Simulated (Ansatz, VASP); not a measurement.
## Zn2P in VASP and in Ansatz

```
Zn P
1.0
     4.22358    0.00000    0.00000
     0.00000    4.22358    0.00000
     0.00000    0.00000    5.73027
Zn P
4 2
Cartesian
  0.0000 0.0000 0.0000
  2.1118 2.1118 0.0000
  0.0000 2.1118 1.9287
  2.1118 0.0000 3.8016
  0.0000 2.1118 4.3217
  2.1118 0.0000 1.4085
```

Alike in both runs: functional PBE; k mesh 4 × 4 × 4; occupations gaussian, width 0.1 eV; no spin polarisation.

Ansatz relaxed the structure, and its values are those at the end. VASP's run is a single point on that final structure, the one shown.

|  | VASP | Ansatz |
| --- | --- | --- |
| version | VASP 6.6.1 | Ansatz 0.2.0 |
| potentials or method | VASP PAW PBE potentials, release 64 (Zn, P), cutoff 520 eV | scalar-relativistic, plane waves, PAW |
| valence electrons in the cell | 58 | 58 |

```csv
,VASP,Ansatz,Ansatz less VASP
gap on the k mesh at the Fermi level (eV),none,none,-
pressure (GPa),0.3,0.1,-0.20
```

A gap of «none» marks a metal or a gap that the smearing closes.

The k mesh is coarse, so the values compare programs but aren't converged.
